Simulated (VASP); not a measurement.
# Au (Im-3m) in VASP: single point with LDA

Aim: the single point of Au with LDA.

All numbers are computed with VASP 6.6.1; they aren't measurements. Logs are shortened: lines on timing, memory, paths and dates and some standing lists are left out, and cuts for length are marked.

## 1. The cell of the first run

The structure is cubic, space group Im-3m (No. 229). The conventional cell has a = 3.207 Å, b = 3.207 Å, c = 3.207 Å, α = 90.00°, β = 90.00°, γ = 90.00°. Within 3.7 Å of Au (site symmetry m-3m) lie 14 Au at 2.78 to 3.21 Å.

This isn't the form of Au at room conditions, which is fcc.

## 2. Single point, LDA, non-collinear spin, zero start, spin-orbit coupling

Input file INCAR:

```
  PREC = Accurate
  ENCUT = 520
  EDIFF = 1E-6
  ISMEAR = -1
  SIGMA = 0.05
  LREAL = False
  LASPH = True
  NELM = 150
  ALGO = Normal
  ISIF = 2
  LWAVE = False
  LCHARG = True
  MAGMOM = 0 0 0
  LORBIT = 11
  LSORBIT = True
  GGA_COMPAT = False
  LORBMOM = True
  LMAXMIX = 4
  GGA = CA
  LVHAR = True
  NBANDS = 22
```

Input file KPOINTS:

```
regular mesh
0
Gamma
  18 18 18
```

Input file POSCAR:

```
Au
1.0
   -1.6034351987      1.6034351987      1.6034351987
    1.6034351987     -1.6034351987      1.6034351987
    1.6034351987      1.6034351987     -1.6034351987
Au
1
Direct
    0.0000000000      0.0000000000      0.0000000000
```

Potentials or basis: VASP PAW LDA potentials, release 64 (Au).

The run is started by

```sh
cat potpaw_LDA.64/Au/POTCAR > POTCAR
mpirun -np 1 vasp_ncl > vasp.out
```

OUTCAR:

```text
PREC = Accurate
   ENCUT = 520
   EDIFF = 1E-6
   ISMEAR = -1
   LREAL = False
   LASPH = True
   NELM = 150
   ISIF = 2
   LORBIT = 11
   LSORBIT = True
   GGA = CA

 ion  position               nearest neighbor table
   1  0.000  0.000  0.000-

  LATTYP: Found a body centered cubic cell.
 ALAT       =     3.2068703974

  Lattice vectors:

 A1 = (  -1.6034351987,   1.6034351987,   1.6034351987)
 A2 = (   1.6034351987,  -1.6034351987,   1.6034351987)
 A3 = (   1.6034351987,   1.6034351987,  -1.6034351987)

Analysis of symmetry for initial positions (statically):
=====================================================================
 Subroutine PRICEL returns:
 Original cell was already a primitive cell.

 Routine SETGRP: Setting up the symmetry group for a
 body centered cubic supercell.

 Subroutine GETGRP returns: Found 48 space group operations
 (whereof 48 operations were pure point group operations)
 out of a pool of 48 trial point group operations.

The static configuration has the point symmetry O_h .

Analysis of symmetry for dynamics (positions and initial velocities):
=====================================================================
 Subroutine PRICEL returns:
 Original cell was already a primitive cell.

 Routine SETGRP: Setting up the symmetry group for a
 body centered cubic supercell.

 Subroutine GETGRP returns: Found 48 space group operations
 (whereof 48 operations were pure point group operations)
 out of a pool of 48 trial point group operations.

The dynamic configuration has the point symmetry O_h .

Analysis of structural, dynamic, and magnetic symmetry:
=====================================================================
 Subroutine PRICEL returns:
 Original cell was already a primitive cell.

 Routine SETGRP: Setting up the symmetry group for a
 body centered cubic supercell.

 Subroutine GETGRP returns: Found 48 space group operations
 (whereof 48 operations were pure point group operations)
 out of a pool of 48 trial point group operations.

The overall configuration has the point symmetry O_h .

 Subroutine INISYM returns: Found 48 space group operations
 (whereof 48 operations are pure point group operations),
 and found     1 'primitive' translations

----------------------------------------------------------------------------------------

                                     Primitive cell

  volume of cell :      16.4898

  direct lattice vectors                    reciprocal lattice vectors
    -1.603435199  1.603435199  1.603435199     0.000000000  0.311830500  0.311830500
     1.603435199 -1.603435199  1.603435199     0.311830500  0.000000000  0.311830500
     1.603435199  1.603435199 -1.603435199     0.311830500  0.311830500  0.000000000

  length of vectors
     2.777231231  2.777231231  2.777231231     0.440994923  0.440994923  0.440994923

  position of ions in fractional coordinates (direct lattice)
     0.000000000  0.000000000  0.000000000

  ion indices of the primitive-cell ions
   primitive index   ion index
                 1           1

----------------------------------------------------------------------------------------

 KPOINTS: regular mesh

Automatic generation of k-mesh.
 Grid dimensions read from file:
 generate k-points for:   18   18   18

 Generating k-lattice:

  Cartesian coordinates                     Fractional coordinates (reciprocal lattice)
     0.000000000  0.017323917  0.017323917     0.055555556  0.000000000  0.000000000
     0.017323917  0.000000000  0.017323917     0.000000000  0.055555556  0.000000000
     0.017323917  0.017323917  0.000000000     0.000000000  0.000000000  0.055555556

  Length of vectors
     0.024499718  0.024499718  0.024499718

  Shift w.r.t. Gamma in fractional coordinates (k-lattice)
     0.000000000  0.000000000  0.000000000

 Subroutine IBZKPT returns following result:
 ===========================================

 Found    195 irreducible k-points:

 Following reciprocal coordinates:
            Coordinates               Weight
  0.000000  0.000000  0.000000      1.000000
  0.055556  0.000000  0.000000     12.000000
  0.111111  0.000000  0.000000     12.000000
  0.166667  0.000000  0.000000     12.000000
  0.222222  0.000000  0.000000     12.000000
  0.277778  0.000000  0.000000     12.000000
[... 16 lines left out ...]
  0.333333  0.111111  0.000000     48.000000
  0.388889  0.111111  0.000000     48.000000
 [... further k-points ...]
   k-points           NKPTS =    195   k-points in BZ     NKDIM =    195   number of bands    NBANDS=     22
   number of dos      NEDOS =    301   number of ions     NIONS =      1
   total plane-waves  NPLWV =  13824
   dimension x,y,z NGX =    24 NGY =   24 NGZ =   24
   dimension x,y,z NGXF=    48 NGYF=   48 NGZF=   48
   ions per type =               1
   NGX,Y,Z   is equivalent  to a cutoff of  14.37, 14.37, 14.37 a.u.
   NGXF,Y,Z  is equivalent  to a cutoff of  28.73, 28.73, 28.73 a.u.
 SYSTEM =  unknown system
   PREC   = accura    normal or accurate (medium, high low for compatibility)
   ISTART =      0    job   : 0-new  1-cont  2-samecut
   ICHARG =      2    charge: 1-file 2-atom 10-const
   ISPIN  =      1    spin polarized calculation?
   LNONCOLLINEAR =      T non collinear calculations
   LSORBIT =      T    spin-orbit coupling
   LASPH  =      T    aspherical Exc in radial PAW
   ENCUT  =  520.0 eV  38.22 Ry    6.18 a.u.   5.16  5.16  5.16*2*pi/ulx,y,z
   NELM   =    150;   NELMIN=  2; NELMDL= -5     # of ELM steps
   EDIFF  = 0.1E-05   stopping-criterion for ELM
   LREAL  =      F    real-space projection
   EDIFFG = 0.1E-04   stopping-criterion for IOM
   NSW    =      0    number of steps for IOM
   IBRION =     -1    ionic relax: 0-MD 1-quasi-New 2-CG
   NFREE  =      0    steps in history (QN), initial steepest desc. (CG)
   ISIF   =      2    stress and relaxation
   ISYM   =      2    0-nonsym 1-usesym 2-fastsym
   POTIM  = 0.5000    time-step for ionic-motion
   TEBEG  =    0.0;   TEEND  =   0.0 temperature during run
   PSTRESS=    0.0 pullay stress
   NELECT =      11.0000    total number of electrons
   NUPDOWN=      -1.0000    fix difference up-down
   EMIN   =  10.00;   EMAX   =-10.00  energy-range for DOS
   EFERMI =   0.00;   METHOD = LEGACY
   ISMEAR =    -1;   SIGMA  =   0.05  broadening in eV -4-tet -1-fermi 0-gaus
   EFERMI_NEDOS =   21; number of points for ismear=-14 and -15
   IALGO  =     38    algorithm
   IMIX   =      4    mixing-type and parameters
     AMIX     =   0.40;   BMIX     =  1.00
     AMIX_MAG =   1.60;   BMIX_MAG =  1.00
  volume/ion in A,a.u.               =      16.49       111.28
  Fermi-wavevector in a.u.,A,eV,Ry     =   1.430433  2.703127 27.839422  2.046140
  Thomas-Fermi vector in A             =   2.550279
   LORBIT       =     11    0 simple, 1 ext, 2 COOP (PROOUT), +10 PAW based schemes
   GGA     = CA    functional components
   LHFCALC =     F    Hartree Fock is set to
   AEXX    =    0.0000 exact exchange contribution
   IVDW    =     0    specifies the selected vdW correction
   LEPSILON=     F    determine dielectric tensor
   LRPA    =     F    only Hartree local field effects (RPA)
  energy-cutoff  :      520.00
  volume of cell :       16.49
 maximum number of plane-waves:       932
 NGX is ok and might be reduce to    24
   NGX = 11   NGY = 11   NGZ = 11

 number of electron      11.0000000 magnetization       0.0000000     -0.0000000     -0.0000000

 number of electron      11.0000000 magnetization       0.0000000      0.0000000      0.0000000

 number of electron      11.0000000 magnetization      -0.0000000     -0.0000000     -0.0000000

 Free energy of the ion-electron system (eV)
  ---------------------------------------------------
  ext. energy  EPLUGINS =         0.00000000
  ---------------------------------------------------
  free energy    TOTEN  =        -4.72626590 eV

  energy without entropy =       -4.72497009  energy(sigma->0) =       -4.72561799

 E-fermi :   9.9082     XC(G=0): -13.1835

 val. band max:        9.8488269554   @ k =   0.3889   0.0556   0.0556
 cond. band min:       9.9697877835   @ k =  -0.3333   0.3333   0.3333
 fundamental gap:      0.1209608280
 Fermi energy:         9.9081838733

 k-point     1 :       0.0000    0.0000    0.0000
  band No.  band energies     occupation
      1      -0.4024      1.00000
      2      -0.4024      1.00000
      3       4.1920      1.00000
      4       4.1920      1.00000
      5       4.1920      1.00000
      6       4.1920      1.00000
[... 14 lines left out ...]
     21      35.2811      0.00000
     22      35.2811      0.00000

 k-point     2 :       0.0556    0.0000    0.0000
  band No.  band energies     occupation
      1      -0.2852      1.00000
      2      -0.2852      1.00000
      3       4.1827      1.00000
      4       4.1827      1.00000
      5       4.2251      1.00000
      6       4.2251      1.00000
[... 14 lines left out ...]
     21      33.9009      0.00000
     22      33.9009      0.00000

 k-point     3 :       0.1111    0.0000    0.0000
  band No.  band energies     occupation
      1       0.0570      1.00000
      2       0.0570      1.00000
      3       4.1480      1.00000
      4       4.1480      1.00000
      5       4.2971      1.00000
      6       4.2971      1.00000
[... 14 lines left out ...]
     21      32.2931      0.00000
     22      32.2931      0.00000
[... 476 lines left out ...]
 k-point    23 :       0.3333    0.1111    0.0000
  band No.  band energies     occupation
      1       2.4648      1.00000
      2       2.4648      1.00000
      3       3.5818      1.00000
      4       3.5818      1.00000
      5       5.6835      1.00000
      6       5.6835      1.00000
[... 14 lines left out ...]
     21      33.2545      0.00000
     22      33.2546      0.00000

 k-point    24 :       0.3889    0.1111    0.0000
  band No.  band energies     occupation
      1       2.4381      1.00000
      2       2.4381      1.00000
      3       3.5080      1.00000
      4       3.5080      1.00000
      5       6.1605      1.00000
      6       6.1605      1.00000
[... 14 lines left out ...]
     21      32.8974      0.00000
     22      32.8974      0.00000

 [... further k-points ...]

------------------------ aborting loop because EDIFF is reached ----------------------------------------

  FORCE on cell =-STRESS in cart. coord.  units (eV):
  Direction    XX          YY          ZZ          XY          YZ          ZX
  --------------------------------------------------------------------------------------
  -------------------------------------------------------------------------------------
  Total        0.0790191      0.0790191      0.0790191      0.0000000     -0.0000000      0.0000000
  in kB        7.6776495      7.6776495      7.6776495      0.0000000     -0.0000000      0.0000000
  external PRESSURE =       7.6776495 kB  Pullay stress =       0.0000000 kB

 VOLUME and BASIS-vectors are now :
 -----------------------------------------------------------------------------
  energy-cutoff  :      520.00
  volume of cell :       16.49
      direct lattice vectors                 reciprocal lattice vectors
    -1.603435199  1.603435199  1.603435199     0.000000000  0.311830500  0.311830500
     1.603435199 -1.603435199  1.603435199     0.311830500  0.000000000  0.311830500
     1.603435199  1.603435199 -1.603435199     0.311830500  0.311830500  0.000000000

 POSITION                                       TOTAL-FORCE (eV/Angst)
 -----------------------------------------------------------------------------------
      0.00000      0.00000      0.00000         0.000000      0.000000     -0.000000
 -----------------------------------------------------------------------------------
    total drift:                               -0.000000      0.000000     -0.000000

  FREE ENERGIE OF THE ION-ELECTRON SYSTEM (eV)
  ---------------------------------------------------
  free  energy   TOTEN  =        -4.7262659016 eV

  energy  without entropy=       -4.7249700854  energy(sigma->0) =       -4.72561799

 orbital moment (x)

 # of ion     p       d       tot
 ----------------------------------------
  1        -0.000   0.000   0.000
 ----------------------------------------
           -0.000   0.000   0.000

 orbital moment (y)

 # of ion     p       d       tot
 ----------------------------------------
  1         0.000  -0.000  -0.000
 ----------------------------------------
            0.000  -0.000  -0.000

 orbital moment (z)

 # of ion     p       d       tot
 ----------------------------------------
  1         0.000   0.000   0.000
 ----------------------------------------
            0.000   0.000   0.000

 Spin-Orbit-Coupling matrix elements

 Ion:    1  E_soc:     -0.6057170
 l=   1
     0.0000000    -0.0289216    -0.0289216
    -0.0289216     0.0000000    -0.0289216
    -0.0289216    -0.0289216     0.0000000
 l=   2
     0.0000000    -0.0147286     0.0000000    -0.0147286    -0.0573027
    -0.0147286     0.0000000    -0.0429770    -0.0147286    -0.0143257
     0.0000000    -0.0429770     0.0000000    -0.0429770     0.0000000
    -0.0147286    -0.0147286    -0.0429770     0.0000000    -0.0143257
    -0.0573027    -0.0143257     0.0000000    -0.0143257     0.0000000
 l=   3
     0.0000000     0.0000000     0.0000000     0.0000000     0.0000000     0.0000000     0.0000000
     0.0000000     0.0000000     0.0000000     0.0000000     0.0000000     0.0000000     0.0000000
     0.0000000     0.0000000     0.0000000     0.0000000     0.0000000     0.0000000     0.0000000
     0.0000000     0.0000000     0.0000000     0.0000000     0.0000000     0.0000000     0.0000000
     0.0000000     0.0000000     0.0000000     0.0000000     0.0000000     0.0000000     0.0000000
     0.0000000     0.0000000     0.0000000     0.0000000     0.0000000     0.0000000     0.0000000
     0.0000000     0.0000000     0.0000000     0.0000000     0.0000000     0.0000000     0.0000000

 total charge

# of ion       s       p       d       tot
------------------------------------------
    1        0.565   0.403   8.736   9.704

 magnetization (x)

# of ion       s       p       d       tot
------------------------------------------
    1        0.000   0.000   0.000   0.000

 magnetization (y)

# of ion       s       p       d       tot
------------------------------------------
    1        0.000   0.000   0.000   0.000

 magnetization (z)

# of ion       s       p       d       tot
------------------------------------------
    1        0.000  -0.000   0.000   0.000
```

Wall time 2.9 min (1 thread of Intel Xeon 8259CL, shared host); peak memory 0.24 GiB.

What came out:

| Property | Result |
| --- | --- |
| Free energy | -4.7263 eV |
| Pressure | 0.8 GPa |
| Net moment | 0.00 μB per cell |
| Valence electrons inside the program's atomic spheres | Au 9.70 |

Moments on the atoms (μB; x, y, z):
```
Au  0.00 0.00 0.00
```
